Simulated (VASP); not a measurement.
# ScAl3 (P4mm) in VASP: single point with PBE

Aim: the single point of ScAl3 with PBE.

All numbers are computed with VASP 6.6.1; they aren't measurements. Logs are shortened: lines on timing, memory, paths and dates and some standing lists are left out, and cuts for length are marked.

### 1 The cell of the first run

The structure is tetragonal, space group P4mm (No. 99). Conventional cell: a = 4.105 Å, b = 4.105 Å, c = 12.816 Å, α = 90.00°, β = 90.00°, γ = 90.00°. Sc (site symmetry 4mm) has 12 Al at 2.90 to 3.28 Å within 3.8 Å. Sc (site symmetry 4mm) has 12 Al at 2.90 Å within 3.8 Å. Sc (site symmetry 4mm) has 12 Al at 2.90 Å within 3.8 Å. Within 3.8 Å of Al (site symmetry 2mm) lie 8 Al at 2.90 to 3.28 Å and 4 Sc at 2.90 to 3.28 Å. Al (site symmetry 2mm) has 8 Al at 2.90 Å and 4 Sc at 2.90 Å within 3.8 Å. Within 3.8 Å of Al (site symmetry 2mm) lie 8 Al at 2.90 Å and 4 Sc at 2.90 Å. Within 3.8 Å of Al (site symmetry 4mm) lie 4 Sc at 2.90 Å and 8 Al at 2.90 to 3.28 Å. Within 3.8 Å of Al (site symmetry 4mm) lie 4 Sc at 2.90 Å and 8 Al at 2.90 Å.

### 2 Single point, PBE (the distance across one plane changed)

Contents of INCAR:

```
SYSTEM = ScAl3
  ALGO = Fast
  EDIFF = 1E-6
  ENCUT = 520
  GGA = PE
  ISIF = 2
  ISMEAR = 0
  LASPH = .TRUE.
  LCHARG = .FALSE.
  LREAL = .FALSE.
  LWAVE = .FALSE.
  NBANDS = 42
  NELM = 60
  PREC = Accurate
  SIGMA = 0.15
```

Contents of KPOINTS:

```
k-points
0
G
  11 11 4
  0 0 0
```

Contents of POSCAR:

```
ScAl3
1.0
    0.0000000000     -4.1053305960      0.0000000000
    0.0000000000      0.0000000000     -4.1053305960
   12.8159917880      0.0000000000      0.0000000000
Sc Al
3 9
Direct
    1.0000000000      1.0000000000      0.8808880389
    1.0000000000      1.0000000000      0.2402305441
    1.0000000000      1.0000000000      0.5605592915
    0.0000000000      0.5000000000      0.0800661704
    0.0000000000      0.5000000000      0.4003949178
    0.0000000000      0.5000000000      0.7207236652
    0.5000000000      0.5000000000      0.8808880389
    0.5000000000      0.5000000000      0.2402305441
    0.5000000000      0.5000000000      0.5605592915
    0.5000000000      0.0000000000      0.0800661704
    0.5000000000      0.0000000000      0.4003949178
    0.5000000000      0.0000000000      0.7207236652
```

Potentials or basis: VASP PAW PBE potentials, release 64 (Sc_sv, Al).

Started as:

```bash
cat potpaw_PBE.64/Sc_sv/POTCAR potpaw_PBE.64/Al/POTCAR > POTCAR
mpirun -np 1 vasp_std > vasp.out
```

OUTCAR:

```text
SYSTEM = ScAl3
   EDIFF = 1E-6
   ENCUT = 520
   GGA = PE
   ISIF = 2
   ISMEAR = 0
   LASPH = .TRUE.
   LREAL = .FALSE.
   NELM = 60
   PREC = Accurate

 ion  position               nearest neighbor table
   1  0.000  0.000  0.881-   7 2.90   7 2.90   7 2.90   7 2.90   6 2.90  12 2.90  12 2.90   6 2.90
                             4 3.28  10 3.28  10 3.28   4 3.28
   2  0.000  0.000  0.240-   8 2.90   8 2.90   8 2.90   8 2.90  11 2.90   4 2.90   5 2.90   5 2.90
                             4 2.90  10 2.90  11 2.90  10 2.90
   3  0.000  0.000  0.561-   9 2.90   9 2.90   9 2.90   9 2.90  12 2.90   5 2.90   6 2.90   6 2.90
                             5 2.90  11 2.90  12 2.90  11 2.90
   4  0.000  0.500  0.080-  10 2.90  10 2.90  10 2.90  10 2.90   8 2.90   8 2.90   2 2.90   2 2.90
                             7 3.28   1 3.28   1 3.28   7 3.28
   5  0.000  0.500  0.400-  11 2.90  11 2.90  11 2.90  11 2.90   2 2.90   2 2.90   3 2.90   3 2.90
                             8 2.90   9 2.90   8 2.90   9 2.90
   6  0.000  0.500  0.721-  12 2.90  12 2.90  12 2.90  12 2.90   1 2.90   1 2.90   3 2.90   3 2.90
                             7 2.90   9 2.90   7 2.90   9 2.90
   7  0.500  0.500  0.881-   1 2.90   1 2.90   1 2.90   1 2.90  12 2.90  12 2.90   6 2.90   6 2.90
                            10 3.28   4 3.28  10 3.28   4 3.28
   8  0.500  0.500  0.240-   2 2.90   2 2.90   2 2.90   2 2.90  11 2.90   4 2.90  10 2.90  11 2.90
                             5 2.90   4 2.90   5 2.90  10 2.90
   9  0.500  0.500  0.561-   3 2.90   3 2.90   3 2.90   3 2.90  12 2.90   5 2.90  11 2.90  12 2.90
                             6 2.90   5 2.90   6 2.90  11 2.90
  10  0.500  0.000  0.080-   4 2.90   4 2.90   4 2.90   4 2.90   8 2.90   2 2.90   8 2.90   2 2.90
                             1 3.28   7 3.28   7 3.28   1 3.28
  11  0.500  0.000  0.400-   5 2.90   5 2.90   5 2.90   5 2.90   9 2.90   3 2.90   8 2.90   9 2.90
                             2 2.90   3 2.90   2 2.90   8 2.90
  12  0.500  0.000  0.721-   6 2.90   6 2.90   6 2.90   6 2.90   9 2.90   3 2.90   7 2.90   9 2.90
                             1 2.90   3 2.90   1 2.90   7 2.90

  LATTYP: Found a simple tetragonal cell.
 ALAT       =     4.1053305960
 C/A-ratio  =     3.1217928711

  Lattice vectors:

 A1 = (   0.0000000000,  -4.1053305960,   0.0000000000)
 A2 = (   0.0000000000,   0.0000000000,  -4.1053305960)
 A3 = (  12.8159917880,   0.0000000000,   0.0000000000)

Analysis of symmetry for initial positions (statically):
=====================================================================
 Subroutine PRICEL returns:
 Original cell was already a primitive cell.

 Routine SETGRP: Setting up the symmetry group for a
 simple tetragonal supercell.

 Subroutine GETGRP returns: Found  8 space group operations
 (whereof  8 operations were pure point group operations)
 out of a pool of 16 trial point group operations.

The static configuration has the point symmetry C_4v.

Analysis of symmetry for dynamics (positions and initial velocities):
=====================================================================
 Subroutine PRICEL returns:
 Original cell was already a primitive cell.

 Routine SETGRP: Setting up the symmetry group for a
 simple tetragonal supercell.

 Subroutine GETGRP returns: Found  8 space group operations
 (whereof  8 operations were pure point group operations)
 out of a pool of 16 trial point group operations.

The dynamic configuration has the point symmetry C_4v.

 Subroutine INISYM returns: Found  8 space group operations
 (whereof  8 operations are pure point group operations),
 and found     1 'primitive' translations

----------------------------------------------------------------------------------------

                                     Primitive cell

  volume of cell :     215.9974

  direct lattice vectors                    reciprocal lattice vectors
     0.000000000 -4.105330596  0.000000000     0.000000000 -0.243585742  0.000000000
     0.000000000  0.000000000 -4.105330596     0.000000000  0.000000000 -0.243585742
    12.815991788  0.000000000  0.000000000     0.078027516  0.000000000  0.000000000

  length of vectors
[... 32 lines left out ...]

 KPOINTS: k-points

Automatic generation of k-mesh.
 Grid dimensions read from file:
 generate k-points for:   11   11    4

 Generating k-lattice:

  Cartesian coordinates                     Fractional coordinates (reciprocal lattice)
     0.000000000 -0.022144158  0.000000000     0.090909091  0.000000000  0.000000000
     0.000000000  0.000000000 -0.022144158     0.000000000  0.090909091  0.000000000
     0.019506879  0.000000000  0.000000000     0.000000000  0.000000000  0.250000000

  Length of vectors
     0.022144158  0.022144158  0.019506879

  Shift w.r.t. Gamma in fractional coordinates (k-lattice)
     0.000000000  0.000000000  0.000000000

 Subroutine IBZKPT returns following result:
 ===========================================

 Found     63 irreducible k-points:

 Following reciprocal coordinates:
            Coordinates               Weight
  0.000000  0.000000  0.000000      1.000000
  0.090909  0.000000  0.000000      4.000000
  0.181818  0.000000  0.000000      4.000000
  0.272727  0.000000  0.000000      4.000000
  0.363636  0.000000  0.000000      4.000000
  0.454545  0.000000  0.000000      4.000000
[... 16 lines left out ...]
  0.090909  0.000000  0.250000      8.000000
  0.181818  0.000000  0.250000      8.000000
 [... further k-points ...]
   k-points           NKPTS =     63   k-points in BZ     NKDIM =     63   number of bands    NBANDS=     42
   number of dos      NEDOS =    301   number of ions     NIONS =     12
   total plane-waves  NPLWV =  98304
   dimension x,y,z NGX =    32 NGY =   32 NGZ =   96
   dimension x,y,z NGXF=    64 NGYF=   64 NGZF=  192
   ions per type =               3   9
   NGX,Y,Z   is equivalent  to a cutoff of  12.96, 12.96, 12.45 a.u.
   NGXF,Y,Z  is equivalent  to a cutoff of  25.92, 25.92, 24.91 a.u.
 SYSTEM =  ScAl3
   PREC   = accura    normal or accurate (medium, high low for compatibility)
   ISTART =      0    job   : 0-new  1-cont  2-samecut
   ICHARG =      2    charge: 1-file 2-atom 10-const
   ISPIN  =      1    spin polarized calculation?
   LNONCOLLINEAR =      F non collinear calculations
   LSORBIT =      F    spin-orbit coupling
   LASPH  =      T    aspherical Exc in radial PAW
   ENCUT  =  520.0 eV  38.22 Ry    6.18 a.u.   7.63  7.63 23.83*2*pi/ulx,y,z
   NELM   =     60;   NELMIN=  2; NELMDL= -5     # of ELM steps
   EDIFF  = 0.1E-05   stopping-criterion for ELM
   LREAL  =      F    real-space projection
   EDIFFG = 0.1E-04   stopping-criterion for IOM
   NSW    =      0    number of steps for IOM
   IBRION =     -1    ionic relax: 0-MD 1-quasi-New 2-CG
   NFREE  =      0    steps in history (QN), initial steepest desc. (CG)
   ISIF   =      2    stress and relaxation
   ISYM   =      2    0-nonsym 1-usesym 2-fastsym
   POTIM  = 0.5000    time-step for ionic-motion
   TEBEG  =    0.0;   TEEND  =   0.0 temperature during run
   PSTRESS=    0.0 pullay stress
   NELECT =      60.0000    total number of electrons
   NUPDOWN=      -1.0000    fix difference up-down
   EMIN   =  10.00;   EMAX   =-10.00  energy-range for DOS
   EFERMI =   0.00;   METHOD = LEGACY
   ISMEAR =     0;   SIGMA  =   0.15  broadening in eV -4-tet -1-fermi 0-gaus
   EFERMI_NEDOS =   21; number of points for ismear=-14 and -15
   IALGO  =     68    algorithm
   IMIX   =      4    mixing-type and parameters
     AMIX     =   0.40;   BMIX     =  1.00
     AMIX_MAG =   1.60;   BMIX_MAG =  1.00
  volume/ion in A,a.u.               =      18.00       121.47
  Fermi-wavevector in a.u.,A,eV,Ry     =   1.068175  2.018558 15.524218  1.140998
  Thomas-Fermi vector in A             =   2.203815
   LORBIT       =      0    0 simple, 1 ext, 2 COOP (PROOUT), +10 PAW based schemes
   GGA     = PE    functional components
   LHFCALC =     F    Hartree Fock is set to
   AEXX    =    0.0000 exact exchange contribution
   IVDW    =     0    specifies the selected vdW correction
   LEPSILON=     F    determine dielectric tensor
   LRPA    =     F    only Hartree local field effects (RPA)
 non-spin polarized calculation
 RMM-DIIS sequential band-by-band and
 Gauss-broadening in eV      SIGMA  =   0.15
  energy-cutoff  :      520.00
  volume of cell :      216.00
 maximum number of plane-waves:      5844
 NGX is ok and might be reduce to    32
   NGX = 15   NGY = 15   NGZ = 47

 number of electron      59.9999995 magnetization

 Free energy of the ion-electron system (eV)
  ---------------------------------------------------
  ext. energy  EPLUGINS =         0.00000000
  ---------------------------------------------------
  free energy    TOTEN  =       -57.30660486 eV

  energy without entropy =      -57.25215519  energy(sigma->0) =      -57.27938002

 E-fermi :   6.7902     XC(G=0): -10.2039

 val. band max:        6.7880196320   @ k =   0.2727   0.2727   0.0000
 cond. band min:       6.7949336356   @ k =   0.1818   0.0909   0.5000
 fundamental gap:      0.0069140036
 Fermi energy:         6.7901561755

 k-point     1 :       0.0000    0.0000    0.0000
  band No.  band energies     occupation
      1     -42.5236      2.00000
      2     -42.2766      2.00000
      3     -42.2383      2.00000
      4     -21.2488      2.00000
      5     -21.1649      2.00000
      6     -21.1649      2.00000
[... 1069 lines left out ...]
     41       9.2267      0.00000
     42       9.4894      0.00000

 [... further k-points ...]
[... 5 lines left out ...]
  --------------------------------------------------------------------------------------
  -------------------------------------------------------------------------------------
  Total       -6.2547606     -0.6936914     -0.6936914      0.0000000      0.0000000      0.0000000
  in kB      -46.3951710     -5.1455097     -5.1455097      0.0000000      0.0000000      0.0000000
  external PRESSURE =     -18.8953968 kB  Pullay stress =       0.0000000 kB

 VOLUME and BASIS-vectors are now :
 -----------------------------------------------------------------------------
  energy-cutoff  :      520.00
  volume of cell :      216.00
      direct lattice vectors                 reciprocal lattice vectors
     0.000000000 -4.105330596  0.000000000     0.000000000 -0.243585742  0.000000000
     0.000000000  0.000000000 -4.105330596     0.000000000  0.000000000 -0.243585742
    12.815991788  0.000000000  0.000000000     0.078027516  0.000000000  0.000000000

 POSITION                                       TOTAL-FORCE (eV/Angst)
 -----------------------------------------------------------------------------------
     11.28945      0.00000      0.00000         1.205280     -0.000000     -0.000000
      3.07879      0.00000      0.00000        -0.029513     -0.000000     -0.000000
      7.18412      0.00000      0.00000        -0.025277     -0.000000      0.000000
      1.02613      0.00000     -2.05267        -0.832958     -0.000000      0.000000
      5.13146      0.00000     -2.05267        -0.001361      0.000000      0.000000
      9.23679      0.00000     -2.05267         0.087490     -0.000000     -0.000000
     11.28945     -2.05267     -2.05267         0.504912     -0.000000     -0.000000
      3.07879     -2.05267     -2.05267        -0.181487     -0.000000      0.000000
      7.18412     -2.05267     -2.05267         0.019745     -0.000000     -0.000000
      1.02613     -2.05267      0.00000        -0.832958     -0.000000     -0.000000
      5.13146     -2.05267      0.00000        -0.001361     -0.000000      0.000000
      9.23679     -2.05267      0.00000         0.087490     -0.000000     -0.000000
 -----------------------------------------------------------------------------------
    total drift:                                0.000938     -0.000000     -0.000000

  FREE ENERGIE OF THE ION-ELECTRON SYSTEM (eV)
  ---------------------------------------------------
  free  energy   TOTEN  =       -57.3066048563 eV

  energy  without entropy=      -57.2521551906  energy(sigma->0) =      -57.27938002
```

It took 8.8 min on 1 thread of AMD EPYC 9R45 (Zen 5), shared host; peak memory 0.55 GiB.

What came out:

| Property | Result |
| --- | --- |
| Free energy | -57.3066 eV |
| Pressure | -1.9 GPa |
| Largest force | 1.205 eV/Å |
| Band gap on the k mesh | zero (bands 30 and 31 overlap by 2.02 eV) |

Forces in eV/Å, atoms in the order of the input:
```
Sc   1.205  0.000  0.000
Sc  -0.030  0.000  0.000
Sc  -0.025  0.000  0.000
Al  -0.833  0.000  0.000
Al  -0.001  0.000  0.000
Al   0.087  0.000  0.000
Al   0.505  0.000  0.000
Al  -0.181  0.000  0.000
Al   0.020  0.000  0.000
Al  -0.833  0.000  0.000
Al  -0.001  0.000  0.000
Al   0.087  0.000  0.000
```

Caveat: the cell differs from its parent crystal (the distance across one plane changed); forces of over 1 eV/Å act on the atoms, so gaps and moduli don't describe the material at rest.
